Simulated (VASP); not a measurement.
# PtSe2 (Sudovikovite) in VASP: a series of runs

PtSe2 (Sudovikovite) is run at these levels: PBE+D3(BJ), LDA; tasks: single point.

All numbers are computed with VASP 6.6.1; they aren't measurements. Logs are shortened: lines on timing, memory, paths and dates and some standing lists are left out, and cuts for length are marked.

## 1. The cell of the first run

The cell holds a slab with vacuum, 3 atoms: a = 3.771 Å, b = 3.771 Å, c = 31.122 Å, α = 90.00°, β = 90.00°, γ = 120.00°.

## 2. Single point, PBE+D3(BJ)

The input, INCAR:

```
ALGO = Normal ; DIPOL = 0.5 0.5 0.500
EDIFF = 1E-7 ; ENCUT = 520
GGA = PE ; IDIPOL = 3
ISIF = 2 ; ISMEAR = 0
IVDW = 12 ; LASPH = T
LCHARG = F ; LDIPOL = T
LREAL = F ; LWAVE = F
NBANDS = 18 ; NELM = 100
PREC = Accurate ; SIGMA = 0.1
```

The input, KPOINTS:

```
k-points
0
Gamma
  6 6 1
```

The input, POSCAR:

```
PtSe2
1.0
    3.7714571386      0.0000000000      0.0000000000
   -1.8857285693      3.2661776913      0.0000000000
    0.0000000000      0.0000000000     31.1215005317
Se Pt
2 1
Direct
    0.6666666667      0.3333333333      0.4588588239
    0.3333333333      0.6666666667      0.5411411761
    0.0000000000      0.0000000000      0.5000000000
```

Potentials or basis: VASP PAW PBE potentials, release 64 (Se, Pt).

On the command line:

```sh
$ cat potpaw_PBE.64/Se/POTCAR potpaw_PBE.64/Pt/POTCAR > POTCAR
$ mpirun -np 1 vasp_std > vasp.out
```

OUTCAR:

```text
EDIFF = 1E-7
   ENCUT = 520
   GGA = PE
   ISIF = 2
   ISMEAR = 0
   IVDW = 12
   LASPH = T
   LREAL = F
   NELM = 100
   PREC = Accurate
 IVDW          = 12

 ion  position               nearest neighbor table
   1  0.667  0.333  0.459-   3 2.53   3 2.53   3 2.53
   2  0.333  0.667  0.541-   3 2.53   3 2.53   3 2.53
   3  0.000  0.000  0.500-   1 2.53   2 2.53   2 2.53   1 2.53   1 2.53   2 2.53

  LATTYP: Found a hexagonal cell.
 ALAT       =     3.7714571386
 C/A-ratio  =     8.2518505151

  Lattice vectors:

 A1 = (   3.7714571386,   0.0000000000,   0.0000000000)
 A2 = (  -1.8857285693,   3.2661776913,   0.0000000000)
 A3 = (   0.0000000000,   0.0000000000,  31.1215005317)

Analysis of symmetry for initial positions (statically):
=====================================================================
 Subroutine PRICEL returns:
 Original cell was already a primitive cell.

 Routine SETGRP: Setting up the symmetry group for a
 hexagonal supercell.

 Subroutine GETGRP returns: Found 12 space group operations
 (whereof 12 operations were pure point group operations)
 out of a pool of 24 trial point group operations.

The static configuration has the point symmetry D_3d.

Analysis of symmetry for dynamics (positions and initial velocities):
=====================================================================
 Subroutine PRICEL returns:
 Original cell was already a primitive cell.

 Routine SETGRP: Setting up the symmetry group for a
 hexagonal supercell.

 Subroutine GETGRP returns: Found 12 space group operations
 (whereof 12 operations were pure point group operations)
 out of a pool of 24 trial point group operations.

The dynamic configuration has the point symmetry D_3d.

 Subroutine INISYM returns: Found 12 space group operations
 (whereof 12 operations are pure point group operations),
 and found     1 'primitive' translations

----------------------------------------------------------------------------------------

                                     Primitive cell

  volume of cell :     383.3624

  direct lattice vectors                    reciprocal lattice vectors
     3.771457139  0.000000000  0.000000000     0.265149507  0.153084139  0.000000000
    -1.885728569  3.266177691  0.000000000     0.000000000  0.306168278  0.000000000
     0.000000000  0.000000000 31.121500532     0.000000000  0.000000000  0.032132127

  length of vectors
[... 70 lines left out ...]
   IBRION =     -1    ionic relax: 0-MD 1-quasi-New 2-CG
   NFREE  =      0    steps in history (QN), initial steepest desc. (CG)
   ISIF   =      2    stress and relaxation
   ISYM   =      2    0-nonsym 1-usesym 2-fastsym
   POTIM  = 0.5000    time-step for ionic-motion
   TEBEG  =    0.0;   TEEND  =   0.0 temperature during run
   PSTRESS=    0.0 pullay stress
   NELECT =      22.0000    total number of electrons
   NUPDOWN=      -1.0000    fix difference up-down
   EMIN   =  10.00;   EMAX   =-10.00  energy-range for DOS
   EFERMI =   0.00;   METHOD = LEGACY
   ISMEAR =     0;   SIGMA  =   0.10  broadening in eV -4-tet -1-fermi 0-gaus
   EFERMI_NEDOS =   21; number of points for ismear=-14 and -15
   IALGO  =     38    algorithm
   IMIX   =      4    mixing-type and parameters
     AMIX     =   0.40;   BMIX     =  1.00
     AMIX_MAG =   1.60;   BMIX_MAG =  1.00
  volume/ion in A,a.u.               =     127.79       862.35
  Fermi-wavevector in a.u.,A,eV,Ry     =   0.631460  1.193286  5.425212  0.398742
  Thomas-Fermi vector in A             =   1.694443
   LORBIT       =      0    0 simple, 1 ext, 2 COOP (PROOUT), +10 PAW based schemes
   GGA     = PE    functional components
   LHFCALC =     F    Hartree Fock is set to
   AEXX    =    0.0000 exact exchange contribution
   IVDW    =    12    specifies the selected vdW correction
   LEPSILON=     F    determine dielectric tensor
   LRPA    =     F    only Hartree local field effects (RPA)
 non-spin polarized calculation
 Gauss-broadening in eV      SIGMA  =   0.10
  energy-cutoff  :      520.00
  volume of cell :      383.36
 maximum number of plane-waves:     10377
 NGX is ok and might be reduce to    28
   NGX = 13   NGY = 13   NGZ =115

 number of electron      21.9999996 magnetization

 dipolmoment           0.000000      0.000000     -0.000000 electrons x Angstroem

 Free energy of the ion-electron system (eV)
  ---------------------------------------------------
  ext. energy  EPLUGINS =         0.00000000
  ---------------------------------------------------
  free energy    TOTEN  =       -14.29160738 eV

  energy without entropy =      -14.29160738  energy(sigma->0) =      -14.29160738

 E-fermi :  -3.4752     XC(G=0):  -2.1343

 val. band max:       -3.9620550654   @ k =   0.1667   0.1667   0.0000
 cond. band min:      -2.3229525530   @ k =   0.1667   0.0000   0.0000
 fundamental gap:      1.6391025124
 Fermi energy:        -3.4752381839

 k-point     1 :       0.0000    0.0000    0.0000
  band No.  band energies     occupation
      1     -17.9245      2.00000
      2     -16.0709      2.00000
      3      -9.0733      2.00000
      4      -9.0733      2.00000
      5      -8.8983      2.00000
      6      -6.7747      2.00000
[... 124 lines left out ...]
      5      -8.7591      2.00000
      6      -7.3452      2.00000
[... 10 lines left out ...]
     17       4.7711      0.00000
     18       4.8043      0.00000

------------------------ aborting loop because EDIFF is reached ----------------------------------------

 vacuum level on the upper side and lower side of the slab       (xc-potential included)        -0.007        -0.007

 Edisp (eV)   -0.87049

 E8    (eV) :    -0.4001

  FORCE on cell =-STRESS in cart. coord.  units (eV):
  Direction    XX          YY          ZZ          XY          YZ          ZX
  --------------------------------------------------------------------------------------
  -------------------------------------------------------------------------------------
  Total      -1.00115    -1.00115     0.19238    -0.00000     0.00000     0.00000
  in kB      -4.18410    -4.18410     0.80400    -0.00000     0.00000     0.00000
  external pressure =       -2.52 kB  Pullay stress =        0.00 kB

 VOLUME and BASIS-vectors are now :
 -----------------------------------------------------------------------------
  energy-cutoff  :      520.00
  volume of cell :      383.36
      direct lattice vectors                 reciprocal lattice vectors
     3.771457139  0.000000000  0.000000000     0.265149507  0.153084139  0.000000000
    -1.885728569  3.266177691  0.000000000     0.000000000  0.306168278  0.000000000
     0.000000000  0.000000000 31.121500532     0.000000000  0.000000000  0.032132127

 POSITION                                       TOTAL-FORCE (eV/Angst)
 -----------------------------------------------------------------------------------
      1.88573      1.08873     14.28038         0.000000     -0.000000     -0.080953
     -0.00000      2.17745     16.84113         0.000000      0.000000      0.080953
      0.00000      0.00000     15.56075        -0.000000      0.000000      0.000000
 -----------------------------------------------------------------------------------
    total drift:                                0.000000      0.000000      0.000000

  FREE ENERGIE OF THE ION-ELECTRON SYSTEM (eV)
  ---------------------------------------------------
  free  energy   TOTEN  =       -15.1620993479 eV

  energy  without entropy=      -15.1620993479  energy(sigma->0) =      -15.16209935

 vacuum level on the upper side and lower side of the slab         1.760         1.760
```

stdout:

```text
POSCAR found type information on POSCAR SePt
 POSCAR found :  2 types and       3 ions
 scaLAPACK will be used
 LDA part: xc-table for (Slater+PW92), standard interpolation
 POSCAR, INCAR and KPOINTS ok, starting setup
 FFT: planning ... GRIDC
 FFT: planning ... GRID_SOFT
 FFT: planning ... GRID
 WAVECAR not read
 entering main loop
```

Run time: 2.2 min. Hardware: 1 thread of Intel Xeon Platinum 8488C (Sapphire Rapids), shared host; peak memory 0.45 GiB.

What came out:

- Free energy: -15.1621 eV
- Largest force: 0.081 eV/Å
- Band gap on the k mesh: 1.64 eV, indirect (least direct gap 1.75 eV)
- Dispersion energy per atom: -0.290 eV

Forces in eV/Å, atoms in the order of the input:
```
Se   0.000  0.000 -0.081
Se   0.000  0.000  0.081
Pt   0.000  0.000  0.000
```

Caveat: spin-orbit coupling is left out, which moves the levels of the heavy elements.

## 3. Single point, LDA

This run uses another cell than the first one: it holds 6 atoms, not 3.

The input, INCAR:

```
SYSTEM = PtSe2
PREC = Accurate
ENCUT = 520
EDIFF = 1E-6
ISMEAR = 0
SIGMA = 0.02
LREAL = .FALSE.
LASPH = .TRUE.
NELM = 80
ALGO = Normal
ISIF = 2
LWAVE = .FALSE.
LCHARG = .TRUE.
LDIPOL = .TRUE.
IDIPOL = 3
DIPOL = 0.5 0.5 0.500
GGA = CA
LELF = .TRUE.
LVHAR = .TRUE.
LVACPOTAV = .TRUE.
NBANDS = 31
```

The input, KPOINTS:

```
Automatic mesh
0
G
  12 12 1
  0 0 0
```

The input, POSCAR:

```
PtSe2
1.0
    3.7348273236      0.0000000000      0.0000000000
   -1.8674136618      3.2344553409      0.0000000000
    0.0000000000      0.0000000000     40.7681142220
Se Pt
4 2
Direct
    0.6666666667      0.3333333333      0.4069486211
    0.3333333333      0.6666666667      0.4709655489
    0.6666666667      0.3333333333      0.5290344511
    0.3333333333      0.6666666667      0.5930513789
    0.0000000000      0.0000000000      0.4393531568
    0.0000000000      0.0000000000      0.5606468432
```

Potentials or basis: VASP PAW LDA potentials, release 64 (Se, Pt).

On the command line:

```sh
$ cat potpaw_LDA.64/Se/POTCAR potpaw_LDA.64/Pt/POTCAR > POTCAR
$ mpirun -np 1 vasp_std > vasp.out
```

Wall time 6.4 min (1 thread of Intel Xeon Platinum 8559C (Emerald Rapids), shared host); peak memory 0.55 GiB.

The run converged. Its results:

| Property | Result |
| --- | --- |
| Free energy | -33.8244 eV |
| Largest force | 0.537 eV/Å |
| Band gap on the k mesh | 0.18 eV, indirect (least direct gap 0.88 eV) |
| Ionisation potential of the upper face | 5.07 eV |

Forces in eV/Å, atoms in the order of the input:
```
Se   0.000  0.000  0.537
Se   0.000  0.000 -0.378
Se   0.000  0.000  0.378
Se   0.000  0.000 -0.537
Pt   0.000  0.000 -0.069
Pt   0.000  0.000  0.069
```

Levels at points of the mesh, in eV from the valence-band top:
| k point | band 18 | band 19 | band 20 | band 21 | band 22 | band 23 | band 24 | band 25 | band 26 | band 27 |
| --- | --- | --- | --- | --- | --- | --- | --- | --- | --- | --- |
| (0.00, 0.00, 0.00) | -1.21 | -1.21 | -0.89 | -0.89 | -0.27 | 1.67 | 1.67 | 2.20 | 2.20 | 3.74 |
| (0.50, 0.00, 0.00) | -3.05 | -2.88 | -2.73 | -2.60 | -1.67 | 1.06 | 1.30 | 1.63 | 2.11 | 3.90 |

Caveat: spin-orbit coupling is left out, which moves the levels of the heavy elements.

## 4. Single point, LDA

This run uses another cell than the first one, of 123.45 Å³/atom, 0.966 times its volume.

The input, INCAR:

```
ALGO = Normal
DIPOL = 0.5 0.5 0.500
EDIFF = 1E-6
ENCUT = 400
GGA = CA
GGA_COMPAT = F
IDIPOL = 3
ISIF = 2
ISMEAR = 0
LASPH = T
LCHARG = F
LDIPOL = T
LREAL = F
LWAVE = F
NBANDS = 18
NELM = 120
NELMDL = -8
PREC = Accurate
SIGMA = 0.02
```

The input, KPOINTS:

```
k-points
0
Gamma
  9 9 1
```

The input, POSCAR:

```
PtSe2
1.0
    3.7069017618      0.0000000000      0.0000000000
   -1.8534508809      3.2102710950      0.0000000000
    0.0000000000      0.0000000000     31.1215005255
Se Pt
2 1
Direct
    0.6666666667      0.3333333333      0.4574342073
    0.3333333333      0.6666666667      0.5425657927
    0.0000000000      0.0000000000      0.5000000000
```

On the command line:

```sh
$ cat potpaw_LDA.64/Se/POTCAR potpaw_LDA.64/Pt/POTCAR > POTCAR
$ mpirun -np 1 vasp_std > vasp.out
```

It took 84 s on 1 thread of Intel Xeon 6975P-C, shared host; peak memory 0.29 GiB.

The run converged. Its results:

```
Free energy            : -16.7753 eV
Largest force          : 0.590 eV/Å
Band gap on the k mesh : 1.28 eV, indirect (least direct gap 1.50 eV)
```

Forces on the atoms (eV/Å):
```
Se   0.000  0.000  0.590
Se   0.000  0.000 -0.590
Pt   0.000  0.000  0.000
```

Levels at points of the mesh, in eV from the valence-band top:
```tsv
k point	band 8	band 9	band 10	band 11	band 12	band 13	band 14	band 15
(0.00, 0.00, 0.00)	-1.30	-0.71	0.00	0.00	2.94	2.94	4.48	5.29
```

Caveat: spin-orbit coupling is left out, which moves the levels of the heavy elements.

## 5. Overview

| level | potentials or basis | cell | k mesh | cutoff (eV) | smearing | gap on the mesh (eV) | largest force (eV/Å) |
| --- | --- | --- | --- | --- | --- | --- | --- |
| PBE+D3(BJ) | VASP PAW PBE potentials, release 64 (Se, Pt) | a = 3.771, b = 3.771, c = 31.122 Å, angles 90.0, 90.0, 120.0°, 3 atoms | 6 × 6 × 1 | 520 | gaussian 0.1 eV | 1.64 | 0.08 |
| LDA | VASP PAW LDA potentials, release 64 (Se, Pt) | a = 3.735, b = 3.735, c = 40.768 Å, angles 90.0, 90.0, 120.0°, 6 atoms | 12 × 12 × 1 | 520 | gaussian 0.02 eV | 0.18 | 0.54 |
| LDA | VASP PAW LDA potentials, release 64 (Se, Pt) | a = 3.707, b = 3.707, c = 31.122 Å, angles 90.0, 90.0, 120.0°, 3 atoms | 9 × 9 × 1 | 400 | gaussian 0.02 eV | 1.28 | 0.59 |

Alike in all rows: task single point; no spin polarisation.

Caveats: spin-orbit coupling is left out, which moves the levels of the heavy elements.

Total energies depend on the potentials used, so only differences within one code and one set of settings carry meaning.
